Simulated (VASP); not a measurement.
# Ir3O in VASP: further runs

Runs on Ir3O. Level: PBE. Tasks: single point.

Program: VASP 6.6.1. These are calculated values, not measurements. Logs are shortened: lines on timing, memory, paths and dates and some standing lists are left out, and cuts for length are marked.

### Step 1. The cell of the first run

The cell holds a slab with vacuum, 4 atoms: a = 2.737 Å, b = 2.737 Å, c = 19.843 Å, α = 90.00°, β = 90.00°, γ = 120.00°.

### Step 2. Single point, PBE

Contents of INCAR:

```
SYSTEM = Ir3O
PREC = Accurate
ENCUT = 520
EDIFF = 1E-6
ISMEAR = 0
SIGMA = 0.1
LREAL = .False.
LASPH = .True.
NELM = 60
ALGO = Normal
ISIF = 2
LWAVE = .False.
LCHARG = .True.
LDIPOL = .True.
IDIPOL = 3
DIPOL = 0.5 0.5 0.358
GGA = PE
LELF = .True.
LVHAR = .True.
LVACPOTAV = .True.
NBANDS = 24
```

Contents of KPOINTS:

```
Automatic mesh
0
Gamma
  12 12 1
  0 0 0
```

Contents of POSCAR:

```
Ir3O
1.0
    2.7367600872      0.0000000000      0.0000000000
   -1.3683800436      2.3701037596      0.0000000000
    0.0000000000      0.0000000000     19.8425800730
Ir O
3 1
Direct
    0.6666666667      0.3333333333      0.2015866881
    0.3333333333      0.6666666667      0.3110139949
    0.0000000000      0.0000000000      0.4204382718
    0.0000000000      0.3333333333      0.5001992440
```

Potentials or basis: VASP PAW PBE potentials, release 64 (Ir, O).

On the command line:

```sh
$ cat potpaw_PBE.64/Ir/POTCAR potpaw_PBE.64/O/POTCAR > POTCAR
$ mpirun -np 1 vasp_std > vasp.out
```

OUTCAR:

```text
SYSTEM = Ir3O
   PREC = Accurate
   ENCUT = 520
   EDIFF = 1E-6
   ISMEAR = 0
   LREAL = .False.
   LASPH = .True.
   NELM = 60
   ISIF = 2
   GGA = PE

 ion  position               nearest neighbor table
   1  0.667  0.333  0.202-   2 2.69   2 2.69   2 2.69
   2  0.333  0.667  0.311-   3 2.69   3 2.69   3 2.69   1 2.69   1 2.69   1 2.69
   3  0.000  0.000  0.420-   4 1.83   4 2.42   2 2.69   2 2.69   2 2.69
   4  0.000  0.333  0.500-   3 1.83   3 2.42

  LATTYP: Found a hexagonal cell.
 ALAT       =     2.7367600872
 C/A-ratio  =     7.2503907689

  Lattice vectors:

 A1 = (   2.7367600872,   0.0000000000,   0.0000000000)
 A2 = (  -1.3683800436,   2.3701037596,   0.0000000000)
 A3 = (   0.0000000000,   0.0000000000,  19.8425800730)

Analysis of symmetry for initial positions (statically):
=====================================================================
 Subroutine PRICEL returns:
 Original cell was already a primitive cell.

 Routine SETGRP: Setting up the symmetry group for a
 hexagonal supercell.

 Subroutine GETGRP returns: Found  1 space group operations
 (whereof  1 operations were pure point group operations)
 out of a pool of 24 trial point group operations.

The static configuration has the point symmetry C_1 .

Analysis of symmetry for dynamics (positions and initial velocities):
=====================================================================
 Subroutine PRICEL returns:
 Original cell was already a primitive cell.

 Routine SETGRP: Setting up the symmetry group for a
 hexagonal supercell.

 Subroutine GETGRP returns: Found  1 space group operations
 (whereof  1 operations were pure point group operations)
 out of a pool of 24 trial point group operations.

The dynamic configuration has the point symmetry C_1 .

 Subroutine INISYM returns: Found  1 space group operations
 (whereof  1 operations are pure point group operations),
 and found     1 'primitive' translations

----------------------------------------------------------------------------------------

                                     Primitive cell

  volume of cell :     128.7070

  direct lattice vectors                    reciprocal lattice vectors
     2.736760087  0.000000000  0.000000000     0.365395566  0.210961228  0.000000000
    -1.368380044  2.370103760  0.000000000     0.000000000  0.421922456  0.000000000
     0.000000000  0.000000000 19.842580073     0.000000000  0.000000000  0.050396672

  length of vectors
     2.736760087  2.736760087 19.842580073     0.421922456  0.421922456  0.050396672

  position of ions in fractional coordinates (direct lattice)
     0.666666667  0.333333333  0.201586688
     0.333333333  0.666666667  0.311013995
     0.000000000  0.000000000  0.420438272
     0.000000000  0.333333333  0.500199244

  ion indices of the primitive-cell ions
   primitive index   ion index
                 1           1
                 2           2
                 3           3
                 4           4

----------------------------------------------------------------------------------------

 KPOINTS: Automatic mesh

Automatic generation of k-mesh.
 Grid dimensions read from file:
 generate k-points for:   12   12    1

 Generating k-lattice:

  Cartesian coordinates                     Fractional coordinates (reciprocal lattice)
     0.030449630  0.017580102  0.000000000     0.083333333  0.000000000  0.000000000
     0.000000000  0.035160205  0.000000000     0.000000000  0.083333333  0.000000000
     0.000000000  0.000000000  0.050396672     0.000000000  0.000000000  1.000000000

  Length of vectors
     0.035160205  0.035160205  0.050396672

  Shift w.r.t. Gamma in fractional coordinates (k-lattice)
     0.000000000  0.000000000  0.000000000

 Subroutine IBZKPT returns following result:
 ===========================================

 Found     74 irreducible k-points:

 Following reciprocal coordinates:
            Coordinates               Weight
  0.000000  0.000000  0.000000      1.000000
  0.083333 -0.000000  0.000000      2.000000
  0.000000  0.083333  0.000000      2.000000
 -0.083333  0.083333  0.000000      2.000000
  0.166667 -0.000000  0.000000      2.000000
  0.000000  0.166667  0.000000      2.000000
[... 16 lines left out ...]
  0.166667  0.083333  0.000000      2.000000
 -0.083333  0.250000  0.000000      2.000000
 [... further k-points ...]
   k-points           NKPTS =     74   k-points in BZ     NKDIM =     74   number of bands    NBANDS=     24
   number of dos      NEDOS =    301   number of ions     NIONS =      4
   total plane-waves  NPLWV =  60000
   dimension x,y,z NGX =    20 NGY =   20 NGZ =  150
   dimension x,y,z NGXF=    40 NGYF=   40 NGZF=  300
   ions per type =               3   1
   NGX,Y,Z   is equivalent  to a cutoff of  12.15, 12.15, 12.57 a.u.
   NGXF,Y,Z  is equivalent  to a cutoff of  24.30, 24.30, 25.13 a.u.
 SYSTEM =  Ir3O
   PREC   = accura    normal or accurate (medium, high low for compatibility)
   ISTART =      0    job   : 0-new  1-cont  2-samecut
   ICHARG =      2    charge: 1-file 2-atom 10-const
   ISPIN  =      1    spin polarized calculation?
   LNONCOLLINEAR =      F non collinear calculations
   LSORBIT =      F    spin-orbit coupling
   LASPH  =      T    aspherical Exc in radial PAW
   ENCUT  =  520.0 eV  38.22 Ry    6.18 a.u.   5.09  5.09 36.89*2*pi/ulx,y,z
   NELM   =     60;   NELMIN=  2; NELMDL= -5     # of ELM steps
   EDIFF  = 0.1E-05   stopping-criterion for ELM
   LREAL  =      F    real-space projection
   EDIFFG = 0.1E-04   stopping-criterion for IOM
   NSW    =      0    number of steps for IOM
   IBRION =     -1    ionic relax: 0-MD 1-quasi-New 2-CG
   NFREE  =      0    steps in history (QN), initial steepest desc. (CG)
   ISIF   =      2    stress and relaxation
   ISYM   =      2    0-nonsym 1-usesym 2-fastsym
   POTIM  = 0.5000    time-step for ionic-motion
   TEBEG  =    0.0;   TEEND  =   0.0 temperature during run
   PSTRESS=    0.0 pullay stress
   NELECT =      33.0000    total number of electrons
   NUPDOWN=      -1.0000    fix difference up-down
   EMIN   =  10.00;   EMAX   =-10.00  energy-range for DOS
   EFERMI =   0.00;   METHOD = LEGACY
   ISMEAR =     0;   SIGMA  =   0.10  broadening in eV -4-tet -1-fermi 0-gaus
   EFERMI_NEDOS =   21; number of points for ismear=-14 and -15
   IALGO  =     38    algorithm
   IMIX   =      4    mixing-type and parameters
     AMIX     =   0.40;   BMIX     =  1.00
     AMIX_MAG =   1.60;   BMIX_MAG =  1.00
  volume/ion in A,a.u.               =      32.18       217.14
  Fermi-wavevector in a.u.,A,eV,Ry     =   1.040029  1.965370 14.716879  1.081660
  Thomas-Fermi vector in A             =   2.174586
   LORBIT       =      0    0 simple, 1 ext, 2 COOP (PROOUT), +10 PAW based schemes
   GGA     = PE    functional components
   LHFCALC =     F    Hartree Fock is set to
   AEXX    =    0.0000 exact exchange contribution
   IVDW    =     0    specifies the selected vdW correction
   LEPSILON=     F    determine dielectric tensor
   LRPA    =     F    only Hartree local field effects (RPA)
 non-spin polarized calculation
 Gauss-broadening in eV      SIGMA  =   0.10
  energy-cutoff  :      520.00
  volume of cell :      128.71
 maximum number of plane-waves:      3499
   NGX = 11   NGY = 11   NGZ = 73

 dipolmoment           0.000000      0.000000     -0.019416 electrons x Angstroem

 number of electron      32.9999999 magnetization

 dipolmoment           0.000000      0.000000      0.078867 electrons x Angstroem

 Free energy of the ion-electron system (eV)
  ---------------------------------------------------
  ext. energy  EPLUGINS =         0.00000000
  ---------------------------------------------------
  free energy    TOTEN  =       -29.67283634 eV

  energy without entropy =      -29.65050167  energy(sigma->0) =      -29.66166900

 E-fermi :  -0.4674     XC(G=0):  -6.1361

 val. band max:       -0.4735637045   @ k =   0.4167   0.3333   0.0000
 cond. band min:      -0.4598161406   @ k =   0.4167   0.1667   0.0000
 fundamental gap:      0.0137475639
 Fermi energy:        -0.4674174851

 k-point     1 :       0.0000    0.0000    0.0000
  band No.  band energies     occupation
      1     -19.4028      2.00000
      2     -10.6499      2.00000
      3      -8.9520      2.00000
      4      -8.2459      2.00000
      5      -5.6884      2.00000
      6      -4.9612      2.00000
[... 16 lines left out ...]
     23       4.8925      0.00000
     24       6.0663      0.00000

 k-point     2 :       0.0833   -0.0000    0.0000
  band No.  band energies     occupation
      1     -19.3450      2.00000
      2     -10.3984      2.00000
      3      -8.7186      2.00000
      4      -7.9960      2.00000
      5      -5.7159      2.00000
      6      -5.1284      2.00000
[... 16 lines left out ...]
     23       5.0742      0.00000
     24       6.2761      0.00000

 k-point     3 :       0.0000    0.0833    0.0000
  band No.  band energies     occupation
      1     -19.3467      2.00000
      2     -10.4020      2.00000
      3      -8.6986      2.00000
      4      -7.9963      2.00000
      5      -5.7644      2.00000
      6      -5.0357      2.00000
[... 16 lines left out ...]
     23       5.0751      0.00000
     24       6.3086      0.00000

 k-point     4 :      -0.0833    0.0833    0.0000
  band No.  band energies     occupation
      1     -19.3466      2.00000
      2     -10.4023      2.00000
      3      -8.6989      2.00000
      4      -7.9973      2.00000
      5      -5.8042      2.00000
      6      -5.0513      2.00000
[... 16 lines left out ...]
     23       5.0757      0.00000
     24       6.2779      0.00000

 k-point     5 :       0.1667   -0.0000    0.0000
  band No.  band energies     occupation
      1     -19.1847      2.00000
      2      -9.7108      2.00000
      3      -8.1361      2.00000
      4      -7.3639      2.00000
      5      -5.8191      2.00000
      6      -5.5604      2.00000
[... 451 lines left out ...]
 k-point    22 :      -0.1667    0.0833    0.0000
  band No.  band energies     occupation
      1     -19.2374      2.00000
      2      -9.9294      2.00000
      3      -8.2700      2.00000
      4      -7.5480      2.00000
      5      -5.9084      2.00000
      6      -5.4454      2.00000
[... 16 lines left out ...]
     23       5.4214      0.00000
     24       6.6193      0.00000

 k-point    23 :       0.1667    0.0833    0.0000
  band No.  band energies     occupation
      1     -19.0445      2.00000
      2      -9.1159      2.00000
      3      -7.6484      2.00000
      4      -6.9193      2.00000
      5      -6.0172      2.00000
      6      -5.7334      2.00000
[... 16 lines left out ...]
     23       6.0539      0.00000
     24       7.3794      0.00000

 k-point    24 :      -0.0833    0.2500    0.0000
  band No.  band energies     occupation
      1     -19.0632      2.00000
      2      -9.1560      2.00000
      3      -7.4813      2.00000
      4      -6.9383      2.00000
      5      -6.1655      2.00000
      6      -5.7719      2.00000
[... 16 lines left out ...]
     23       6.0626      0.00000
     24       7.3767      0.00000

 [... further k-points ...]
[... 5 lines left out ...]
  --------------------------------------------------------------------------------------
  -------------------------------------------------------------------------------------
  Total        1.2059064     -0.0874039      3.0994424      0.9452800      2.1525985     -2.1011770
  in kB       15.0114265     -1.0880253     38.5826386     11.7670831     26.7960881    -26.1559801
  external PRESSURE =      17.5020133 kB  Pullay stress =       0.0000000 kB

 VOLUME and BASIS-vectors are now :
 -----------------------------------------------------------------------------
  energy-cutoff  :      520.00
  volume of cell :      128.71
      direct lattice vectors                 reciprocal lattice vectors
     2.736760087  0.000000000  0.000000000     0.365395566  0.210961228  0.000000000
    -1.368380044  2.370103760  0.000000000     0.000000000  0.421922456  0.000000000
     0.000000000  0.000000000 19.842580073     0.000000000  0.000000000  0.050396672

 POSITION                                       TOTAL-FORCE (eV/Angst)
 -----------------------------------------------------------------------------------
      1.36838      0.79003      4.00000         0.145182     -0.116323     -0.425639
     -0.00000      1.58007      6.17132         0.299643     -0.098645     -0.268694
      0.00000      0.00000      8.34258         0.073021     -0.689783      0.244164
     -0.45613      0.79003      9.92524        -0.517846      0.904751      0.450170
 -----------------------------------------------------------------------------------
    total drift:                                0.000160     -0.000334      0.000038

  FREE ENERGIE OF THE ION-ELECTRON SYSTEM (eV)
  ---------------------------------------------------
  free  energy   TOTEN  =       -29.6728363394 eV

  energy  without entropy=      -29.6505016677  energy(sigma->0) =      -29.66166900

 vacuum level on the upper side and lower side of the slab         7.229         5.026
```

It took 4.5 min on 1 thread of Intel Xeon Platinum 8488C (Sapphire Rapids), shared host; peak memory 0.36 GiB.

Results:

```
Free energy            : -29.6728 eV
Largest force          : 1.136 eV/Å
Band gap on the k mesh : zero (an odd number of electrons rules out a gap without spin polarisation)
```

Forces in eV/Å, atoms in the order of the input:
```
Ir   0.145 -0.116 -0.426
Ir   0.300 -0.099 -0.269
Ir   0.073 -0.690  0.244
O   -0.518  0.905  0.450
```

Levels at points of the mesh, in eV from the Fermi level:
| k point | band 14 | band 15 | band 16 | band 17 | band 18 | band 19 |
| --- | --- | --- | --- | --- | --- | --- |
| (0.00, 0.00, 0.00) | -2.03 | -1.49 | -1.01 | -0.93 | -0.40 | 0.04 |
| (0.50, 0.00, 0.00) | -0.42 | 0.24 | 0.55 | 0.88 | 1.46 | 1.62 |
| (0.00, 0.50, 0.00) | -0.22 | 0.45 | 0.58 | 0.91 | 1.29 | 1.49 |
| (0.50, 0.50, 0.00) | -0.14 | 0.52 | 0.56 | 0.91 | 1.05 | 1.49 |

Caveat: spin-orbit coupling is left out, which moves the levels of the heavy elements.

(Continued in part 2 of 2.)

The gap in the log of VASP goes by the Fermi energy; the results here count the filled bands.